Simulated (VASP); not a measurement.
# TiNi (Pm-3m) in VASP: further runs

TiNi is run at these levels: PBEsol; tasks: single point.

Program: VASP 6.6.1. These are calculated values, not measurements. Logs are shortened: lines on timing, memory, paths and dates and some standing lists are left out, and cuts for length are marked.

**1. The cell of the first run**

Symmetry: Pm-3m, No. 221, cubic system. The conventional cell has a = 2.926 Å, b = 2.926 Å, c = 2.926 Å, α = 90.00°, β = 90.00°, γ = 90.00°. Within 3.3 Å of Ti (site symmetry m-3m) lie 8 Ni at 2.53 Å and 6 Ti at 2.93 Å. Ni (site symmetry m-3m) has 8 Ti at 2.53 Å and 6 Ni at 2.93 Å within 3.3 Å.

**2. Single point, PBEsol (equal strain along all axes, cell held: -1.5 %)**

INCAR reads:

```
SYSTEM = TiNi
ALGO = Normal
EDIFF = 1E-6
ENCUT = 520
GGA = PS
ISIF = 2
ISMEAR = 0
LASPH = .True.
LCHARG = .False.
LREAL = .False.
LWAVE = .False.
NBANDS = 18
NELM = 60
PREC = Accurate
SIGMA = 0.1
```

KPOINTS reads:

```
k-points
0
Gamma
  18 18 18
  0 0 0
```

POSCAR reads:

```
TiNi
1.0
    2.9263079344      0.0000000000      0.0000000000
    0.0000000000      2.9263079344      0.0000000000
    0.0000000000      0.0000000000      2.9263079344
Ti Ni
1 1
Direct
    0.5000000000      0.5000000000      0.5000000000
    0.0000000000      0.0000000000      0.0000000000
```

Potentials or basis: VASP PAW PBE potentials, release 64 (Ti_sv, Ni).

Launch:

```
> cat potpaw_PBE.64/Ti_sv/POTCAR potpaw_PBE.64/Ni/POTCAR > POTCAR
> mpirun -np 1 vasp_std > vasp.out
```

OUTCAR:

```text
SYSTEM = TiNi
   EDIFF = 1E-6
   ENCUT = 520
   GGA = PS
   ISIF = 2
   ISMEAR = 0
   LASPH = .True.
   LREAL = .False.
   NELM = 60
   PREC = Accurate

 ion  position               nearest neighbor table
   1  0.500  0.500  0.500-   2 2.53   2 2.53   2 2.53   2 2.53   2 2.53   2 2.53   2 2.53   2 2.53

   2  0.000  0.000  0.000-   1 2.53   1 2.53   1 2.53   1 2.53   1 2.53   1 2.53   1 2.53   1 2.53

  LATTYP: Found a simple cubic cell.
 ALAT       =     2.9263079344

  Lattice vectors:

 A1 = (   2.9263079344,   0.0000000000,   0.0000000000)
 A2 = (   0.0000000000,   2.9263079344,   0.0000000000)
 A3 = (   0.0000000000,   0.0000000000,   2.9263079344)

Analysis of symmetry for initial positions (statically):
=====================================================================
 Subroutine PRICEL returns:
 Original cell was already a primitive cell.

 Routine SETGRP: Setting up the symmetry group for a
 simple cubic supercell.

 Subroutine GETGRP returns: Found 48 space group operations
 (whereof 48 operations were pure point group operations)
 out of a pool of 48 trial point group operations.

The static configuration has the point symmetry O_h .

Analysis of symmetry for dynamics (positions and initial velocities):
=====================================================================
 Subroutine PRICEL returns:
 Original cell was already a primitive cell.

 Routine SETGRP: Setting up the symmetry group for a
 simple cubic supercell.

 Subroutine GETGRP returns: Found 48 space group operations
 (whereof 48 operations were pure point group operations)
 out of a pool of 48 trial point group operations.

The dynamic configuration has the point symmetry O_h .

 Subroutine INISYM returns: Found 48 space group operations
 (whereof 48 operations are pure point group operations),
 and found     1 'primitive' translations

----------------------------------------------------------------------------------------

                                     Primitive cell

  volume of cell :      25.0588

  direct lattice vectors                    reciprocal lattice vectors
     2.926307934  0.000000000  0.000000000     0.341727536  0.000000000  0.000000000
     0.000000000  2.926307934  0.000000000     0.000000000  0.341727536  0.000000000
     0.000000000  0.000000000  2.926307934     0.000000000  0.000000000  0.341727536

  length of vectors
     2.926307934  2.926307934  2.926307934     0.341727536  0.341727536  0.341727536

  position of ions in fractional coordinates (direct lattice)
     0.500000000  0.500000000  0.500000000
     0.000000000  0.000000000  0.000000000

[... 77 lines left out ...]
   LREAL  =      F    real-space projection
   EDIFFG = 0.1E-04   stopping-criterion for IOM
   NSW    =      0    number of steps for IOM
   IBRION =     -1    ionic relax: 0-MD 1-quasi-New 2-CG
   NFREE  =      0    steps in history (QN), initial steepest desc. (CG)
   ISIF   =      2    stress and relaxation
   ISYM   =      2    0-nonsym 1-usesym 2-fastsym
   POTIM  = 0.5000    time-step for ionic-motion
   TEBEG  =    0.0;   TEEND  =   0.0 temperature during run
   PSTRESS=    0.0 pullay stress
   NELECT =      22.0000    total number of electrons
   NUPDOWN=      -1.0000    fix difference up-down
   EMIN   =  10.00;   EMAX   =-10.00  energy-range for DOS
   EFERMI =   0.00;   METHOD = LEGACY
   ISMEAR =     0;   SIGMA  =   0.10  broadening in eV -4-tet -1-fermi 0-gaus
   EFERMI_NEDOS =   21; number of points for ismear=-14 and -15
   IALGO  =     38    algorithm
   IMIX   =      4    mixing-type and parameters
     AMIX     =   0.40;   BMIX     =  1.00
     AMIX_MAG =   1.60;   BMIX_MAG =  1.00
  volume/ion in A,a.u.               =      12.53        84.55
  Fermi-wavevector in a.u.,A,eV,Ry     =   1.567578  2.962292 33.433587  2.457299
  Thomas-Fermi vector in A             =   2.669737
   LORBIT       =      0    0 simple, 1 ext, 2 COOP (PROOUT), +10 PAW based schemes
   GGA     = PS    functional components
   LHFCALC =     F    Hartree Fock is set to
   AEXX    =    0.0000 exact exchange contribution
   IVDW    =     0    specifies the selected vdW correction
   LEPSILON=     F    determine dielectric tensor
   LRPA    =     F    only Hartree local field effects (RPA)
 non-spin polarized calculation
 Gauss-broadening in eV      SIGMA  =   0.10
  energy-cutoff  :      520.00
  volume of cell :       25.06
 maximum number of plane-waves:       699
 NGX is ok and might be reduce to    24
   NGX = 11   NGY = 11   NGZ = 11

 number of electron      22.0000004 magnetization

 Free energy of the ion-electron system (eV)
  ---------------------------------------------------
  ext. energy  EPLUGINS =         0.00000000
  ---------------------------------------------------
  free energy    TOTEN  =       -15.18235721 eV

  energy without entropy =      -15.16933376  energy(sigma->0) =      -15.17584548

 E-fermi :  10.3052     XC(G=0): -13.0063

 val. band max:       10.3035221257   @ k =   0.2778   0.1111   0.0556
 cond. band min:      10.3090914935   @ k =   0.3333   0.2778   0.2778
 fundamental gap:      0.0055693678
 Fermi energy:        10.3051665653

 k-point     1 :       0.0000    0.0000    0.0000
  band No.  band energies     occupation
      1     -46.5275      2.00000
      2     -22.7013      2.00000
      3     -22.7013      2.00000
      4     -22.7013      2.00000
      5       2.1771      2.00000
      6       6.0411      2.00000
[... 481 lines left out ...]
      5       4.4383      2.00000
      6       6.6905      2.00000
[... 10 lines left out ...]
     17      21.6972      0.00000
     18      23.6599      0.00000

 [... further k-points ...]

------------------------ aborting loop because EDIFF is reached ----------------------------------------

  FORCE on cell =-STRESS in cart. coord.  units (eV):
  Direction    XX          YY          ZZ          XY          YZ          ZX
  --------------------------------------------------------------------------------------
  -------------------------------------------------------------------------------------
  Total        1.3013797      1.3013797      1.3013797      0.0000000     -0.0000000     -0.0000000
  in kB       83.2059796     83.2059796     83.2059796      0.0000000     -0.0000000     -0.0000000
  external PRESSURE =      83.2059796 kB  Pullay stress =       0.0000000 kB

 VOLUME and BASIS-vectors are now :
 -----------------------------------------------------------------------------
  energy-cutoff  :      520.00
  volume of cell :       25.06
      direct lattice vectors                 reciprocal lattice vectors
     2.926307934  0.000000000  0.000000000     0.341727536  0.000000000  0.000000000
     0.000000000  2.926307934  0.000000000     0.000000000  0.341727536  0.000000000
     0.000000000  0.000000000  2.926307934     0.000000000  0.000000000  0.341727536

 POSITION                                       TOTAL-FORCE (eV/Angst)
 -----------------------------------------------------------------------------------
      1.46315      1.46315      1.46315         0.000000      0.000000      0.000000
      0.00000      0.00000      0.00000         0.000000      0.000000      0.000000
 -----------------------------------------------------------------------------------
    total drift:                                0.000000      0.000000     -0.000000

  FREE ENERGIE OF THE ION-ELECTRON SYSTEM (eV)
  ---------------------------------------------------
  free  energy   TOTEN  =       -15.1823572087 eV

  energy  without entropy=      -15.1693337561  energy(sigma->0) =      -15.17584548
```

stdout:

```text
POSCAR found type information on POSCAR TiNi
 POSCAR found :  2 types and       2 ions
 scaLAPACK will be used
 -----------------------------------------------------------------------------
|                                                                             |
|                                                                             |
|     You enforced a specific xc type in the INCAR file but a different       |
|     I HOPE YOU KNOW WHAT YOU ARE DOING!                                     |
|                                                                             |
 -----------------------------------------------------------------------------

 LDA part: xc-table for (Slater+PW92), standard interpolation
 POSCAR, INCAR and KPOINTS ok, starting setup
 FFT: planning ... GRIDC
 FFT: planning ... GRID_SOFT
 FFT: planning ... GRID
 WAVECAR not read
 entering main loop
```

It took 2.9 min on 1 thread of AMD EPYC 7R13, shared host; peak memory 0.19 GiB.

What came out:

| Quantity | Value |
| --- | --- |
| Free energy | -15.1824 eV |
| Pressure | 8.3 GPa |
| Band gap on the k mesh | zero (bands 11 and 12 overlap by 1.92 eV) |

Caveat: the cell differs from its parent crystal (equal strain along all axes, cell held: -1.5 %); the cell stands under pressure; the PAW data sets were made with another functional, which shifts forces and pressure a little. Spin polarisation is off, so any magnetic state and its effect on volume and gap are missing.

**3. Single point, PBEsol**

This run uses another cell than the first one, of 13.11 Å³/atom.

INCAR reads:

```
PREC     = Accurate       # precision mode
ENCUT    = 520            # plane-wave cutoff, eV
EDIFF    = 1E-6           # SCF threshold, eV
ISMEAR   = 0              # smearing method
SIGMA    = 0.1            # smearing width, eV
LREAL    = False          # projectors in reciprocal space
LASPH    = True           # aspherical terms in the spheres
NELM     = 60             # most SCF steps
ALGO     = Fast           # electronic algorithm
ISIF     = 2              # what is computed and relaxed
LWAVE    = False          # write WAVECAR
LCHARG   = True           # write CHGCAR
GGA      = PS             # functional
LELF     = True           # ELF
LVHAR    = True         
NBANDS   = 18             # bands
```

KPOINTS reads:

```
Automatic mesh
0
Gamma
  18 18 18
```

POSCAR reads:

```
TiNi
1.0
    2.9708709994      0.0000000000      0.0000000000
    0.0000000000      2.9708709994      0.0000000000
    0.0000000000      0.0000000000      2.9708709994
Ti Ni
1 1
Direct
    0.5000000000      0.5000000000      0.5000000000
    0.0000000000      0.0000000000      0.0000000000
```

Potentials or basis: VASP PAW PBE potentials, release 64 (Ti_sv, Ni).

Launch:

```
> cat potpaw_PBE.64/Ti_sv/POTCAR potpaw_PBE.64/Ni/POTCAR > POTCAR
> mpirun -np 1 vasp_std > vasp.out
```

Wall time 4.1 min (1 thread of AMD EPYC 7R13, shared host); peak memory 0.2 GiB.

Results (log left out):

* Free energy: -15.2108 eV
* Pressure: -0.3 GPa
* Band gap on the k mesh: zero (bands 11 and 12 overlap by 1.80 eV)

Levels at points of the mesh, in eV from the Fermi level:
| k point | band 7 | band 8 | band 9 | band 10 | band 11 | band 12 | band 13 | band 14 | band 15 | band 16 |
| --- | --- | --- | --- | --- | --- | --- | --- | --- | --- | --- |
| (0.00, 0.00, 0.00) | -4.00 | -2.05 | -2.05 | -2.05 | 0.45 | 0.45 | 2.67 | 2.67 | 2.67 | 8.78 |
| (0.50, 0.00, 0.00) | -2.83 | -2.15 | -2.15 | -1.74 | -0.78 | -0.61 | 0.64 | 0.64 | 2.29 | 3.91 |
| (0.50, 0.50, 0.00) | -2.83 | -2.83 | -1.33 | -0.76 | 0.50 | 0.50 | 0.93 | 2.35 | 2.35 | 3.14 |
| (0.50, 0.50, 0.50) | -2.89 | -2.21 | -2.21 | -2.21 | -1.30 | -1.30 | 3.21 | 3.21 | 6.31 | 8.13 |

Caveat: the PAW data sets were made with another functional, which shifts forces and pressure a little. Spin polarisation is off, so any magnetic state and its effect on volume and gap are missing.

**4. Single point, PBEsol (equal strain along all axes, cell held: +1.5 %)**

INCAR reads:

```
SYSTEM = TiNi
ALGO = Normal ; EDIFF = 1E-6
ENCUT = 520 ; GGA = PS
ISIF = 2 ; ISMEAR = 0
LASPH = .True. ; LCHARG = .False.
LREAL = .False. ; LWAVE = .False.
NBANDS = 18 ; NELM = 100
PREC = Accurate ; SIGMA = 0.1
```

KPOINTS reads:

```
k-points
0
Gamma
  18 18 18
  0 0 0
```

POSCAR reads:

```
TiNi
1.0
    3.0154340644      0.0000000000      0.0000000000
    0.0000000000      3.0154340644      0.0000000000
    0.0000000000      0.0000000000      3.0154340644
Ti Ni
1 1
Direct
    0.5000000000      0.5000000000      0.5000000000
    0.0000000000      0.0000000000      0.0000000000
```

Potentials or basis: VASP PAW PBE potentials, release 64 (Ti_sv, Ni).

Launch:

```
> cat potpaw_PBE.64/Ti_sv/POTCAR potpaw_PBE.64/Ni/POTCAR > POTCAR
> mpirun -np 1 vasp_std > vasp.out
```

OUTCAR:

```text
SYSTEM = TiNi
   EDIFF = 1E-6
   ENCUT = 520
   GGA = PS
   ISIF = 2
   ISMEAR = 0
   LASPH = .True.
   LREAL = .False.
   NELM = 100
   PREC = Accurate

 ion  position               nearest neighbor table
   1  0.500  0.500  0.500-   2 2.61   2 2.61   2 2.61   2 2.61   2 2.61   2 2.61   2 2.61   2 2.61

   2  0.000  0.000  0.000-   1 2.61   1 2.61   1 2.61   1 2.61   1 2.61   1 2.61   1 2.61   1 2.61

  LATTYP: Found a simple cubic cell.
 ALAT       =     3.0154340644

  Lattice vectors:

 A1 = (   3.0154340644,   0.0000000000,   0.0000000000)
 A2 = (   0.0000000000,   3.0154340644,   0.0000000000)
 A3 = (   0.0000000000,   0.0000000000,   3.0154340644)

Analysis of symmetry for initial positions (statically):
=====================================================================
 Subroutine PRICEL returns:
 Original cell was already a primitive cell.

 Routine SETGRP: Setting up the symmetry group for a
 simple cubic supercell.

 Subroutine GETGRP returns: Found 48 space group operations
 (whereof 48 operations were pure point group operations)
 out of a pool of 48 trial point group operations.

The static configuration has the point symmetry O_h .

Analysis of symmetry for dynamics (positions and initial velocities):
=====================================================================
 Subroutine PRICEL returns:
 Original cell was already a primitive cell.

 Routine SETGRP: Setting up the symmetry group for a
 simple cubic supercell.

 Subroutine GETGRP returns: Found 48 space group operations
 (whereof 48 operations were pure point group operations)
 out of a pool of 48 trial point group operations.

The dynamic configuration has the point symmetry O_h .

 Subroutine INISYM returns: Found 48 space group operations
 (whereof 48 operations are pure point group operations),
 and found     1 'primitive' translations

----------------------------------------------------------------------------------------
[... 106 lines left out ...]
   EMIN   =  10.00;   EMAX   =-10.00  energy-range for DOS
   EFERMI =   0.00;   METHOD = LEGACY
   ISMEAR =     0;   SIGMA  =   0.10  broadening in eV -4-tet -1-fermi 0-gaus
   EFERMI_NEDOS =   21; number of points for ismear=-14 and -15
   IALGO  =     38    algorithm
   IMIX   =      4    mixing-type and parameters
     AMIX     =   0.40;   BMIX     =  1.00
     AMIX_MAG =   1.60;   BMIX_MAG =  1.00
  volume/ion in A,a.u.               =      13.71        92.52
  Fermi-wavevector in a.u.,A,eV,Ry     =   1.521245  2.874737 31.486425  2.314187
  Thomas-Fermi vector in A             =   2.629986
   LORBIT       =      0    0 simple, 1 ext, 2 COOP (PROOUT), +10 PAW based schemes
   GGA     = PS    functional components
   LHFCALC =     F    Hartree Fock is set to
   AEXX    =    0.0000 exact exchange contribution
   IVDW    =     0    specifies the selected vdW correction
   LEPSILON=     F    determine dielectric tensor
   LRPA    =     F    only Hartree local field effects (RPA)
 non-spin polarized calculation
 Gauss-broadening in eV      SIGMA  =   0.10
  energy-cutoff  :      520.00
  volume of cell :       27.42
 maximum number of plane-waves:       756
 NGX is ok and might be reduce to    24
   NGX = 11   NGY = 11   NGZ = 11

 number of electron      21.9999993 magnetization

 Free energy of the ion-electron system (eV)
  ---------------------------------------------------
  ext. energy  EPLUGINS =         0.00000000
  ---------------------------------------------------
  free energy    TOTEN  =       -15.18167764 eV

  energy without entropy =      -15.16691449  energy(sigma->0) =      -15.17429606

 E-fermi :   9.1294     XC(G=0): -12.5169

 val. band max:        9.1281511738   @ k =   0.3333   0.2778   0.2778
 cond. band min:       9.1387534343   @ k =   0.4444   0.4444   0.1111
 fundamental gap:      0.0106022605
 Fermi energy:         9.1294370647

 k-point     1 :       0.0000    0.0000    0.0000
  band No.  band energies     occupation
      1     -47.8640      2.00000
      2     -24.0646      2.00000
      3     -24.0646      2.00000
      4     -24.0646      2.00000
      5       1.4142      2.00000
      6       5.3700      2.00000
[... 481 lines left out ...]
      5       3.5319      2.00000
      6       5.8791      2.00000
[... 10 lines left out ...]
     17      19.6517      0.00000
     18      21.5256      0.00000

 [... further k-points ...]
[... 5 lines left out ...]
  --------------------------------------------------------------------------------------
  -------------------------------------------------------------------------------------
  Total       -1.2577425     -1.2577425     -1.2577425      0.0000000      0.0000000     -0.0000000
  in kB      -73.4941557    -73.4941557    -73.4941557      0.0000000      0.0000000     -0.0000000
  external PRESSURE =     -73.4941557 kB  Pullay stress =       0.0000000 kB

 VOLUME and BASIS-vectors are now :
 -----------------------------------------------------------------------------
  energy-cutoff  :      520.00
  volume of cell :       27.42
      direct lattice vectors                 reciprocal lattice vectors
     3.015434064  0.000000000  0.000000000     0.331627215  0.000000000  0.000000000
     0.000000000  3.015434064  0.000000000     0.000000000  0.331627215  0.000000000
     0.000000000  0.000000000  3.015434064     0.000000000  0.000000000  0.331627215

 POSITION                                       TOTAL-FORCE (eV/Angst)
 -----------------------------------------------------------------------------------
      1.50772      1.50772      1.50772         0.000000      0.000000      0.000000
      0.00000      0.00000      0.00000         0.000000      0.000000      0.000000
 -----------------------------------------------------------------------------------
    total drift:                                0.000000      0.000000     -0.000000

  FREE ENERGIE OF THE ION-ELECTRON SYSTEM (eV)
  ---------------------------------------------------
  free  energy   TOTEN  =       -15.1816776371 eV

  energy  without entropy=      -15.1669144902  energy(sigma->0) =      -15.17429606
```

OSZICAR:

```text
N       E                     dE             d eps       ncg     rms          rms(c)
DAV:   1     0.170913055996E+03    0.17091E+03   -0.11051E+04  8032   0.159E+03
DAV:   2    -0.314400316777E+01   -0.17406E+03   -0.16931E+03  8008   0.359E+02
DAV:   3    -0.172717626869E+02   -0.14128E+02   -0.13916E+02 12178   0.985E+01
DAV:   4    -0.178778101688E+02   -0.60605E+00   -0.59894E+00  9640   0.167E+01
DAV:   5    -0.178999322632E+02   -0.22122E-01   -0.22112E-01  9688   0.308E+00    0.135E+01
DAV:   6    -0.159403980525E+02    0.19595E+01   -0.14244E+01  8776   0.571E+01    0.824E+00
DAV:   7    -0.169499397340E+02   -0.10095E+01   -0.14909E+01  9884   0.460E+01    0.193E+01
DAV:   8    -0.152052591703E+02    0.17447E+01   -0.12912E+01 10230   0.342E+01    0.169E+00
DAV:   9    -0.151891015777E+02    0.16158E-01   -0.28071E-01 11334   0.640E+00    0.142E+00
DAV:  10    -0.151828929635E+02    0.62086E-02   -0.36926E-02 10492   0.241E+00    0.474E-01
DAV:  11    -0.151820572031E+02    0.83576E-03   -0.31263E-03 10070   0.594E-01    0.227E-01
DAV:  12    -0.151816930843E+02    0.36412E-03   -0.10037E-03 11514   0.317E-01    0.490E-02
DAV:  13    -0.151816816773E+02    0.11407E-04   -0.58613E-05  9374   0.641E-02    0.231E-02
DAV:  14    -0.151816783787E+02    0.32986E-05   -0.92662E-06 10146   0.296E-02    0.750E-03
DAV:  15    -0.151816776371E+02    0.74163E-06   -0.13314E-06  4504   0.162E-02
   1 F= -.15181678E+02 E0= -.15174296E+02  d E =-.147631E-01
```

Run time: 2.5 min. Hardware: 1 thread of AMD EPYC 7R13, shared host; peak memory 0.2 GiB.

Results:

```
Free energy            : -15.1817 eV
Pressure               : -7.3 GPa
Band gap on the k mesh : zero (bands 11 and 12 overlap by 1.69 eV)
```

Caveat: the cell differs from its parent crystal (equal strain along all axes, cell held: +1.5 %); the cell stands under tension; the PAW data sets were made with another functional, which shifts forces and pressure a little. Spin polarisation is off, so any magnetic state and its effect on volume and gap are missing.

(Continued in part 2 of 2.)
